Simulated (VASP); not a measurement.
Wanted: the native input for a VASP 6.6.1 run.

* Task: relaxation of cell and atoms
* Functional: PBE
* Potentials or basis: VASP PAW PBE potentials, release 64 (Pt)
* Cutoff: 600 eV
* k mesh: 10 × 10 × 16
* Occupations: gaussian, width 0.1 eV
* Spin: no spin polarisation
* Dipole correction: no
* Further INCAR settings: ALGO = Fast; EDIFF = 1e-06; IBRION = 2; EDIFFG = -0.01; NSW = 100; ISIF = 3

The structure of Pt lies in POSCAR:

```
Pt
1.0
    4.5315583311      0.0000000000      0.0000000000
    0.0000000000      4.5315583311      0.0000000000
    0.0000000000      0.0000000000      2.7579094652
Pt
3
Direct
    0.0000000000      0.5000000000      0.5000000000
    0.5000000000      0.0000000000      0.5000000000
    0.0000000000      0.0000000000      0.0000000000
```

The cell was built from a structure type or drawn by symmetry, and may not be a known phase.

One way to write it, as run:

INCAR

```
SYSTEM = Pt
  PREC = Accurate
  ENCUT = 600
  EDIFF = 1E-6
  ISMEAR = 0
  SIGMA = 0.1
  LREAL = .False.
  LASPH = .True.
  NELM = 80
  ALGO = Fast
  ISIF = 3
  LWAVE = .False.
  LCHARG = .False.
  GGA = PE
  IBRION = 2
  NSW = 100
  EDIFFG = -0.01
```

KPOINTS

```
regular mesh
0
Gamma
  10 10 16
  0 0 0
```

Potentials or basis: VASP PAW PBE potentials, release 64 (Pt).

Command:

```sh
$ cat potpaw_PBE.64/Pt/POTCAR > POTCAR
$ mpirun -np 1 vasp_std > vasp.out
```

It gave:

| Quantity | Value |
| --- | --- |
| Relaxed volume | 18.90 Å³/atom |
| Relaxed cell | a = 4.542 Å, b = 4.542 Å, c = 2.748 Å, α = 90.00°, β = 90.00°, γ = 90.00° |
| Space group after relaxing (to 0.1 Å) | P4/mmm (No. 123) |
| Energy gained by relaxing | 0.2 meV/atom |
| Ionic steps | 5 |
| Pressure after relaxing | 0.0 GPa |
| Band gap on the k mesh | zero (bands 15 and 16 overlap by 1.64 eV) |

Caveat: spin-orbit coupling is left out, which moves the levels of the heavy elements.

Wall time 3.6 min on 1 thread of Intel(R) Xeon(R) 6975P-C (Granite Rapids) (shared host), peak memory 0.33 GiB.
